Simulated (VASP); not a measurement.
A run of VASP 6.6.1:

INCAR

```
PREC = Accurate
ENCUT = 520
EDIFF = 1E-6
ISMEAR = 0
SIGMA = 0.05
LREAL = False
LASPH = True
NELM = 80
ALGO = Normal
ISIF = 2
LWAVE = False
LCHARG = False
GGA = PE
NBANDS = 27
```

The input KPOINTS:

```
regular mesh
0
Gamma
  8 8 6
```

POSCAR

```
InSe
1.0
    5.7418854575     -2.0623790766     -0.1306417848
    5.7418854575      2.0623790766     -0.1306417848
   -1.6623467844      0.0000000000      5.4603689881
In Se
2 2
Direct
    0.8859691083      0.8859691083      0.0433764382
    0.1140308917      0.1140308917      0.9566235618
    0.6630255470      0.6630255470      0.6968547898
    0.3369744530      0.3369744530      0.3031452102
```

Potentials or basis: VASP PAW PBE potentials, release 64 (In_d, Se).

The run is started by

```sh
$ cat potpaw_PBE.64/In_d/POTCAR potpaw_PBE.64/Se/POTCAR > POTCAR
$ mpirun -np 1 vasp_std > vasp.out
```

Hardware: 1 thread of AMD EPYC 7R13 Processor (Zen 3), on a shared host.

Task: How long does it take, and how much memory?

Result: Wall time 5.9 min on 1 thread of AMD EPYC 7R13 Processor (Zen 3) (shared host), peak memory 0.49 GiB. Counts: scf iterations 15, k points 114.
